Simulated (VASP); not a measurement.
Input of a VASP 6.6.1 run:

File POSCAR:

```
SiC
1.0
    3.0753565471      0.0000000000      0.0000000000
   -1.5376782736      2.6633368955      0.0000000000
    0.0000000000      0.0000000000      5.0481095356
Si C
2 2
Direct
    0.3333333333      0.6666666667      0.0045919551
    0.6666666667      0.3333333333      0.5045919551
    0.3333333333      0.6666666667      0.3804080449
    0.6666666667      0.3333333333      0.8804080449
```

The input INCAR.step1:

```
SYSTEM = SiC
  PREC = Accurate
  ENCUT = 520
  EDIFF = 1E-5
  ISMEAR = 0
  SIGMA = 0.01
  LREAL = .False.
  LASPH = .True.
  NELM = 80
  ALGO = Normal
  ISIF = 2
  LWAVE = .True.
  LCHARG = .False.
  NBANDS = 16
  GGA = PE
```

File INCAR.step2:

```
SYSTEM = SiC
  PREC = Accurate
  ENCUT = 520
  EDIFF = 1E-7
  ISMEAR = 0
  SIGMA = 0.01
  LREAL = .False.
  LASPH = .True.
  NELM = 80
  ALGO = Normal
  ISIF = 2
  LWAVE = .False.
  LCHARG = .False.
  METAGGA = R2SCAN
  LHFCALC = .True.
  AEXX = 0.1
  LMIXTAU = .True.
  PRECFOCK = Normal
  NBANDS = 16
  ISTART = 1
```

The input KPOINTS:

```
regular mesh
0
Gamma
  6 6 4
  0 0 0
```

Potentials or basis: VASP PAW PBE potentials, release 64 (Si, C).

Command:

```console
$ cat potpaw_PBE.64/Si/POTCAR potpaw_PBE.64/C/POTCAR > POTCAR
$ cp INCAR.step1 INCAR
$ mpirun -np 1 vasp_std > vasp.out
$ cp INCAR.step2 INCAR
$ mpirun -np 1 vasp_std > vasp.out
```

**Question.** What does it give for the pressure?

**Answer.** -1.6 GPa.

**Question.** Predict the largest force.

**Answer.** 0.011 eV/Å.

**Question.** What does it give for the band gap on the k mesh?

**Answer.** 3.24 eV (least direct gap 5.14 eV).

Stress tensor (GPa, compression positive):
```
-1.52  0.00  0.00
 0.00 -1.52  0.00
 0.00  0.00 -1.71
```

Caveat: the PAW data sets were made with another functional, which shifts forces and pressure a little. A k mesh can miss the band edges.
